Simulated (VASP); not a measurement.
# SrO (Amm2) in VASP: single point with PBEsol

Aim: the single point of SrO with PBEsol.

Program: VASP 6.6.1. These are calculated values, not measurements. Logs are shortened: lines on timing, memory, paths and dates and some standing lists are left out, and cuts for length are marked.

### 1 The cell of the first run

Symmetry: Amm2, No. 38, orthorhombic system. The conventional cell has a = 6.217 Å, b = 3.553 Å, c = 6.154 Å, α = 90.00°, β = 90.00°, γ = 90.00°. Within 3.2 Å of Sr (site symmetry mm2) lie 6 O at 2.40 to 2.67 Å. Within 3.4 Å of Sr (site symmetry mm2) lie 6 O at 2.57 Å. O (site symmetry m) has 6 Sr at 2.40 to 2.67 Å and 2 O at 3.11 Å within 3.2 Å.

### 2 Single point, PBEsol (atom 1 (Sr) moved by (-0.225, +0.000) A along y and z)

INCAR

```
SYSTEM = SrO
ALGO = Normal
EDIFF = 1E-6
ENCUT = 520
GGA = PS
ISIF = 2
ISMEAR = 0
LASPH = .TRUE.
LCHARG = .TRUE.
LELF = .TRUE.
LREAL = .FALSE.
LVHAR = .TRUE.
LWAVE = .FALSE.
NBANDS = 24
NELM = 100
PREC = Accurate
SIGMA = 0.05
```

KPOINTS

```
k-points
0
G
  9 9 4
  0 0 0
```

POSCAR

```
SrO
1.0
    3.5532880902      0.0000000000      0.0000000000
   -1.7766440451      3.0772377531      0.0000000000
    0.0000000000      0.0000000000      6.2173039800
Sr O
2 2
Direct
    0.2967745722      0.5935491444      0.2500000000
    0.6666666667      0.3333333333      0.7500000000
    0.0000000000      0.0000000000      0.0000000000
    0.0000000000      0.0000000000      0.5000000000
```

Potentials or basis: VASP PAW PBE potentials, release 64 (Sr_sv, O).

The run is started by

```bash
$ cat potpaw_PBE.64/Sr_sv/POTCAR potpaw_PBE.64/O/POTCAR > POTCAR
$ mpirun -np 1 vasp_std > vasp.out
```

OUTCAR:

```text
SYSTEM = SrO
   EDIFF = 1E-6
   ENCUT = 520
   GGA = PS
   ISIF = 2
   ISMEAR = 0
   LASPH = .TRUE.
   LREAL = .FALSE.
   NELM = 100
   PREC = Accurate

 ion  position               nearest neighbor table
   1  0.297  0.594  0.250-   3 2.40   4 2.40   3 2.67   4 2.67   3 2.67   4 2.67   2 3.67   2 3.67
                             2 3.67   2 3.67   2 3.85   2 3.85   2 4.97   2 4.97
   2  0.667  0.333  0.750-   3 2.57   4 2.57   3 2.57   4 2.57   3 2.57   4 2.57   1 3.67   1 3.67
                             1 3.67   1 3.67   1 3.85   1 3.85   1 4.97   1 4.97
   3  0.000  0.000  0.000-   1 2.40   2 2.57   2 2.57   2 2.57   1 2.67   1 2.67
   4  0.000  0.000  0.500-   1 2.40   2 2.57   2 2.57   2 2.57   1 2.67   1 2.67

  LATTYP: Found a hexagonal cell.
 ALAT       =     3.5532880902
 C/A-ratio  =     1.7497325919

  Lattice vectors:

 A1 = (   3.5532880902,   0.0000000000,   0.0000000000)
 A2 = (  -1.7766440451,   3.0772377531,   0.0000000000)
 A3 = (   0.0000000000,   0.0000000000,   6.2173039800)

Analysis of symmetry for initial positions (statically):
=====================================================================
 Subroutine PRICEL returns:
 Original cell was already a primitive cell.

 Routine SETGRP: Setting up the symmetry group for a
 hexagonal supercell.

 Subroutine GETGRP returns: Found  4 space group operations
 (whereof  2 operations were pure point group operations)
 out of a pool of 24 trial point group operations.

The static configuration has the point symmetry C_1h.
 The point group associated with its full space group is C_2v.

Analysis of symmetry for dynamics (positions and initial velocities):
=====================================================================
 Subroutine PRICEL returns:
 Original cell was already a primitive cell.

 Routine SETGRP: Setting up the symmetry group for a
 hexagonal supercell.

 Subroutine GETGRP returns: Found  4 space group operations
 (whereof  2 operations were pure point group operations)
 out of a pool of 24 trial point group operations.

The dynamic configuration has the point symmetry C_1h.
 The point group associated with its full space group is C_2v.

 Subroutine INISYM returns: Found  4 space group operations
 (whereof  2 operations are pure point group operations),
 and found     1 'primitive' translations

----------------------------------------------------------------------------------------

                                     Primitive cell

  volume of cell :      67.9819

  direct lattice vectors                    reciprocal lattice vectors
     3.553288090  0.000000000  0.000000000     0.281429475  0.162483383  0.000000000
    -1.776644045  3.077237753  0.000000000     0.000000000  0.324966766  0.000000000
     0.000000000  0.000000000  6.217303980     0.000000000  0.000000000  0.160841420

  length of vectors
     3.553288090  3.553288090  6.217303980     0.324966766  0.324966766  0.160841420

  position of ions in fractional coordinates (direct lattice)
     0.296774572  0.593549144  0.250000000
     0.666666667  0.333333333  0.750000000
     0.000000000  0.000000000  0.000000000
     0.000000000  0.000000000  0.500000000

  ion indices of the primitive-cell ions
   primitive index   ion index
                 1           1
                 2           2
                 3           3
                 4           4

----------------------------------------------------------------------------------------

 KPOINTS: k-points

Automatic generation of k-mesh.
 Grid dimensions read from file:
 generate k-points for:    9    9    4

 Generating k-lattice:

  Cartesian coordinates                     Fractional coordinates (reciprocal lattice)
     0.031269942  0.018053709  0.000000000     0.111111111 -0.000000000  0.000000000
     0.000000000  0.036107418  0.000000000     0.000000000  0.111111111  0.000000000
     0.000000000  0.000000000  0.040210355     0.000000000  0.000000000  0.250000000

  Length of vectors
     0.036107418  0.036107418  0.040210355

  Shift w.r.t. Gamma in fractional coordinates (k-lattice)
     0.000000000  0.000000000  0.000000000

 Subroutine IBZKPT returns following result:
 ===========================================

 Found     75 irreducible k-points:

 Following reciprocal coordinates:
            Coordinates               Weight
  0.000000  0.000000  0.000000      1.000000
  0.111111  0.000000  0.000000      4.000000
  0.000000  0.111111  0.000000      2.000000
  0.222222  0.000000  0.000000      4.000000
  0.000000  0.222222  0.000000      2.000000
  0.333333  0.000000  0.000000      4.000000
[... 16 lines left out ...]
 -0.222222 -0.444444  0.000000      4.000000
  0.444444  0.333333  0.000000      4.000000
 [... further k-points ...]
   k-points           NKPTS =     75   k-points in BZ     NKDIM =     75   number of bands    NBANDS=     24
   number of dos      NEDOS =    301   number of ions     NIONS =      4
   total plane-waves  NPLWV =  37632
   dimension x,y,z NGX =    28 NGY =   28 NGZ =   48
   dimension x,y,z NGXF=    56 NGYF=   56 NGZF=   96
   ions per type =               2   2
   NGX,Y,Z   is equivalent  to a cutoff of  13.10, 13.10, 12.83 a.u.
   NGXF,Y,Z  is equivalent  to a cutoff of  26.20, 26.20, 25.67 a.u.
 SYSTEM =  SrO
   PREC   = accura    normal or accurate (medium, high low for compatibility)
   ISTART =      0    job   : 0-new  1-cont  2-samecut
   ICHARG =      2    charge: 1-file 2-atom 10-const
   ISPIN  =      1    spin polarized calculation?
   LNONCOLLINEAR =      F non collinear calculations
   LSORBIT =      F    spin-orbit coupling
   LASPH  =      T    aspherical Exc in radial PAW
   ENCUT  =  520.0 eV  38.22 Ry    6.18 a.u.   6.61  6.61 11.56*2*pi/ulx,y,z
   NELM   =    100;   NELMIN=  2; NELMDL= -5     # of ELM steps
   EDIFF  = 0.1E-05   stopping-criterion for ELM
   LREAL  =      F    real-space projection
   EDIFFG = 0.1E-04   stopping-criterion for IOM
   NSW    =      0    number of steps for IOM
   IBRION =     -1    ionic relax: 0-MD 1-quasi-New 2-CG
   NFREE  =      0    steps in history (QN), initial steepest desc. (CG)
   ISIF   =      2    stress and relaxation
   ISYM   =      2    0-nonsym 1-usesym 2-fastsym
   POTIM  = 0.5000    time-step for ionic-motion
   TEBEG  =    0.0;   TEEND  =   0.0 temperature during run
   PSTRESS=    0.0 pullay stress
   NELECT =      32.0000    total number of electrons
   NUPDOWN=      -1.0000    fix difference up-down
   EMIN   =  10.00;   EMAX   =-10.00  energy-range for DOS
   EFERMI =   0.00;   METHOD = LEGACY
   ISMEAR =     0;   SIGMA  =   0.05  broadening in eV -4-tet -1-fermi 0-gaus
   EFERMI_NEDOS =   21; number of points for ismear=-14 and -15
   IALGO  =     38    algorithm
   IMIX   =      4    mixing-type and parameters
     AMIX     =   0.40;   BMIX     =  1.00
     AMIX_MAG =   1.60;   BMIX_MAG =  1.00
  volume/ion in A,a.u.               =      17.00       114.69
  Fermi-wavevector in a.u.,A,eV,Ry     =   1.273484  2.406537 22.065419  1.621763
  Thomas-Fermi vector in A             =   2.406305
   LORBIT       =      0    0 simple, 1 ext, 2 COOP (PROOUT), +10 PAW based schemes
   GGA     = PS    functional components
   LHFCALC =     F    Hartree Fock is set to
   AEXX    =    0.0000 exact exchange contribution
   IVDW    =     0    specifies the selected vdW correction
   LEPSILON=     F    determine dielectric tensor
   LRPA    =     F    only Hartree local field effects (RPA)
 non-spin polarized calculation
 Gauss-broadening in eV      SIGMA  =   0.05
  energy-cutoff  :      520.00
  volume of cell :       67.98
 maximum number of plane-waves:      1853
   NGX = 13   NGY = 13   NGZ = 23

 number of electron      32.0000014 magnetization

 Free energy of the ion-electron system (eV)
  ---------------------------------------------------
  ext. energy  EPLUGINS =         0.00000000
  ---------------------------------------------------
  free energy    TOTEN  =       -24.84597442 eV

  energy without entropy =      -24.84597442  energy(sigma->0) =      -24.84597442

 E-fermi :   2.2418     XC(G=0): -10.2590

 val. band max:        2.0098307932   @ k =   0.0000   0.0000   0.0000
 cond. band min:       4.8633275695   @ k =   0.0000   0.4444   0.0000
 fundamental gap:      2.8534967763
 Fermi energy:         2.2418225574

 k-point     1 :       0.0000    0.0000    0.0000
  band No.  band energies     occupation
      1     -30.7939      2.00000
      2     -30.6687      2.00000
      3     -15.0329      2.00000
      4     -13.5177      2.00000
      5     -12.5301      2.00000
      6     -12.4640      2.00000
[... 16 lines left out ...]
     23       9.5911      0.00000
     24      10.1740      0.00000

 k-point     2 :       0.1111    0.0000    0.0000
  band No.  band energies     occupation
      1     -30.7777      2.00000
      2     -30.6585      2.00000
      3     -14.9408      2.00000
      4     -13.7634      2.00000
      5     -12.6282      2.00000
      6     -12.5146      2.00000
[... 16 lines left out ...]
     23       9.7068      0.00000
     24       9.9904      0.00000

 k-point     3 :       0.0000    0.1111    0.0000
  band No.  band energies     occupation
      1     -30.7782      2.00000
      2     -30.6576      2.00000
      3     -14.9325      2.00000
      4     -13.8041      2.00000
      5     -12.5774      2.00000
      6     -12.5670      2.00000
[... 16 lines left out ...]
     23       9.5889      0.00000
     24       9.9056      0.00000
[... 514 lines left out ...]
 k-point    23 :      -0.2222   -0.4444    0.0000
  band No.  band energies     occupation
      1     -30.6417      2.00000
      2     -30.5735      2.00000
      3     -14.9476      2.00000
      4     -13.5328      2.00000
      5     -13.2215      2.00000
      6     -13.0176      2.00000
[... 16 lines left out ...]
     23      10.6686      0.00000
     24      11.5432      0.00000

 k-point    24 :       0.4444    0.3333    0.0000
  band No.  band energies     occupation
      1     -30.6354      2.00000
      2     -30.5816      2.00000
      3     -14.8520      2.00000
      4     -13.6974      2.00000
      5     -13.2570      2.00000
      6     -13.0434      2.00000
[... 16 lines left out ...]
     23      10.7865      0.00000
     24      11.4562      0.00000

 [... further k-points ...]

------------------------ aborting loop because EDIFF is reached ----------------------------------------

  FORCE on cell =-STRESS in cart. coord.  units (eV):
  Direction    XX          YY          ZZ          XY          YZ          ZX
  --------------------------------------------------------------------------------------
  -------------------------------------------------------------------------------------
  Total       -0.4203740     -0.3010470     -0.3412564      0.0000000      0.0000000      0.0000000
  in kB       -9.9072430     -7.0949812     -8.0426256      0.0000000      0.0000000      0.0000000
  external PRESSURE =      -8.3482832 kB  Pullay stress =       0.0000000 kB

 VOLUME and BASIS-vectors are now :
 -----------------------------------------------------------------------------
  energy-cutoff  :      520.00
  volume of cell :       67.98
      direct lattice vectors                 reciprocal lattice vectors
     3.553288090  0.000000000  0.000000000     0.281429475  0.162483383  0.000000000
    -1.776644045  3.077237753  0.000000000     0.000000000  0.324966766  0.000000000
     0.000000000  0.000000000  6.217303980     0.000000000  0.000000000  0.160841420

 POSITION                                       TOTAL-FORCE (eV/Angst)
 -----------------------------------------------------------------------------------
      0.00000      1.82649      1.55433         0.000000      0.960491      0.000000
      1.77664      1.02575      4.66298        -0.000000     -0.095744      0.000000
      0.00000      0.00000      0.00000        -0.000000     -0.432373     -0.175038
      0.00000      0.00000      3.10865        -0.000000     -0.432373      0.175038
 -----------------------------------------------------------------------------------
    total drift:                                0.000000      0.000182      0.000000

  FREE ENERGIE OF THE ION-ELECTRON SYSTEM (eV)
  ---------------------------------------------------
  free  energy   TOTEN  =       -24.8459744182 eV

  energy  without entropy=      -24.8459744182  energy(sigma->0) =      -24.84597442
```

Wall time 1.9 min (1 thread of Intel Xeon 8259CL, shared host); peak memory 0.25 GiB.

Results:

* Free energy: -24.8460 eV
* Pressure: -0.8 GPa
* Largest force: 0.960 eV/Å
* Band gap on the k mesh: 2.85 eV (least direct gap 2.90 eV)

Forces on the atoms (eV/Å):
```
Sr   0.000  0.960  0.000
Sr   0.000 -0.096  0.000
O    0.000 -0.432 -0.175
O    0.000 -0.432  0.175
```

Caveat: the cell differs from its parent crystal (atom 1 (Sr) moved by (-0.225, +0.000) A along y and z); the PAW data sets were made with another functional, which shifts forces and pressure a little; an odd mesh through Γ misses points on the zone boundary, where band edges can lie.
